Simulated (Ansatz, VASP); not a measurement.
# Si in VASP and in Ansatz

```xyz
2
Lattice="0.0000 2.7036 2.7036 2.7036 0.0000 2.7036 2.7036 2.7036 0.0000" Properties=species:S:1:pos:R:3 pbc="T T T"
Si    2.7036    2.7036    2.7036
Si    4.0554    4.0554    4.0554
```

Alike in both runs: task single point; functional PBEsol; k mesh 8 × 8 × 8; occupations fermi-dirac, width 0.05 eV; no spin polarisation.

```csv
,VASP,Ansatz
version,VASP 6.6.1,Ansatz 0.2.0
potentials or method,"VASP PAW PBE potentials, release 64 (Si)",Ansatz PAW
plane-wave cutoff (eV),520,420
valence electrons in the cell,8,8
```

|  | VASP | Ansatz | Ansatz less VASP |
| --- | --- | --- | --- |
| gap on the k mesh at the Fermi level (eV) | 0.48 | 0.49 | +0.005 |
| least direct gap on the mesh (eV) | 2.52 | 2.52 | +0.003 |
| pressure (GPa) | 1.5 | 1.4 | -0.12 |

VASP's potentials were made for PBE, not for PBEsol. The functional is the same, so the differences come from potentials, cutoffs and numerics.
